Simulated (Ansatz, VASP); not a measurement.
# Two plane-wave programs on PdAuC4N4

INCAR

```
PREC     = Accurate       # precision mode
ENCUT    = 520            # plane-wave cutoff, eV
EDIFF    = 1E-6           # SCF threshold, eV
ISMEAR   = 0              # smearing method
SIGMA    = 0.1            # smearing width, eV
LREAL    = F              # projectors in reciprocal space
LASPH    = T              # aspherical terms in the spheres
NELM     = 80             # most SCF steps
ALGO     = Normal         # electronic algorithm
ISIF     = 2              # what is computed and relaxed
LWAVE    = F              # write WAVECAR
LCHARG   = F              # write CHGCAR
GGA      = PE             # functional
NBANDS   = 40             # bands
```

The input KPOINTS:

```
regular mesh
0
Gamma
  4 4 4
```

The input POSCAR:

```
PdAuC4N4
1.0
    5.9086026500      0.0000000000      0.0000000000
    0.0000000000      5.9086026500      0.0000000000
    0.0000000000      0.0000000000      5.9086026500
Pd C Au N
1 4 1 4
Direct
    0.5000000000      0.5000000000      0.5000000000
    0.1873167900      0.1873167900      0.1873167900
    0.1873167900      0.8126832100      0.8126832100
    0.8126832100      0.1873167900      0.8126832100
    0.8126832100      0.8126832100      0.1873167900
    0.0000000000      0.0000000000      0.0000000000
    0.3016415900      0.3016415900      0.3016415900
    0.3016415900      0.6983584100      0.6983584100
    0.6983584100      0.3016415900      0.6983584100
    0.6983584100      0.6983584100      0.3016415900
```

Input for Ansatz:

```yaml
crystal:
  lattice:
    - [5.90860265, 0.0, 0.0]
    - [0.0, 5.90860265, 0.0]
    - [0.0, 0.0, 5.90860265]
  atoms:
    - { symbol: Pd, position: [0.5, 0.5, 0.5] }
    - { symbol: C, position: [0.18731679, 0.18731679, 0.18731679] }
    - { symbol: C, position: [0.18731679, 0.81268321, 0.81268321] }
    - { symbol: C, position: [0.81268321, 0.18731679, 0.81268321] }
    - { symbol: C, position: [0.81268321, 0.81268321, 0.18731679] }
    - { symbol: Au, position: [0.0, 0.0, 0.0] }
    - { symbol: "N", position: [0.30164159, 0.30164159, 0.30164159] }
    - { symbol: "N", position: [0.30164159, 0.69835841, 0.69835841] }
    - { symbol: "N", position: [0.69835841, 0.30164159, 0.69835841] }
    - { symbol: "N", position: [0.69835841, 0.69835841, 0.30164159] }
basis:
  ecutwfc: 420
kpoints:
  mp_grid: { grid: [4, 4, 4] }
hamiltonian:
  xc: pbe
scf:
  occupations: { method: gaussian, width: 0.1 }
  lower_state_search: "off"
output:
  forces: true
  stress: true
  eigenvalues: true
```

Alike in both runs: task single point; functional PBE; k mesh 4 × 4 × 4; occupations gaussian, width 0.1 eV; no spin polarisation.

|  | VASP | Ansatz |
| --- | --- | --- |
| version | VASP 6.6.1 | Ansatz 0.2.0 |
| potentials or method | VASP PAW PBE potentials, release 64 (Pd, C, Au, N), cutoff 520 eV | scalar-relativistic, plane waves, PAW |
| valence electrons in the cell | 57 | 73 |

```tsv
	VASP	Ansatz	Ansatz less VASP
gap on the k mesh at the Fermi level (eV)	none	none	-
pressure (GPa)	7.5	7.2	-0.20
rms of the force components (eV/Å)	0.646	0.699	+0.0524
```

Atom by atom the forces differ by 0.197 eV/Å (rms over components). A gap of «none» marks a metal or a gap that the smearing closes. The functional is the same, so the differences come from potentials, cutoffs and numerics. VASP's potentials hold 57 valence electrons a cell and Ansatz's 73, so a difference there can come from the potentials and not from the codes.

Neither program's run includes spin-orbit coupling. Noted on VASP's run: the standard files for N, O and F lose accuracy on very short bonds.
